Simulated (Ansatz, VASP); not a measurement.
## NaF: VASP beside Ansatz

```
Na F
1.0
     0.00000    2.43947    2.38138
     2.43947    0.00000    2.38138
     2.43947    2.43947    0.00000
Na F
1 1
Direct
  0.00000 0.00000 0.00000
  0.50000 0.50000 0.50000
```

Change from the starting cell: strain +0.050 along x and y, +0.025 along z, atoms carried along.

Alike in both runs: task single point; functional PBE; k mesh 8 × 8 × 8; occupations gaussian, width 0.05 eV; no spin polarisation.

|  | VASP | Ansatz |
| --- | --- | --- |
| version | VASP 6.6.1 | Ansatz 0.2.0 |
| potentials or method | VASP PAW PBE potentials, release 64 (Na_pv, F), cutoff 520 eV | scalar-relativistic, plane waves, PAW |
| valence electrons in the cell | 14 | 16 |

|  | VASP | Ansatz | Ansatz less VASP |
| --- | --- | --- | --- |
| gap on the k mesh at the Fermi level (eV) | 5.65 | 5.66 | +0.013 |
| least direct gap on the mesh (eV) | 5.65 | 5.66 | +0.013 |
| pressure (GPa) | -3.3 | -3.2 | +0.15 |
| traceless stress, the component that is largest in VASP (GPa) | 0.68 | 0.66 | -0.021 |

The functional is the same, so the differences come from potentials, cutoffs and numerics. VASP's potentials hold 14 valence electrons a cell and Ansatz's 16, so a difference there can come from the potentials and not from the codes.
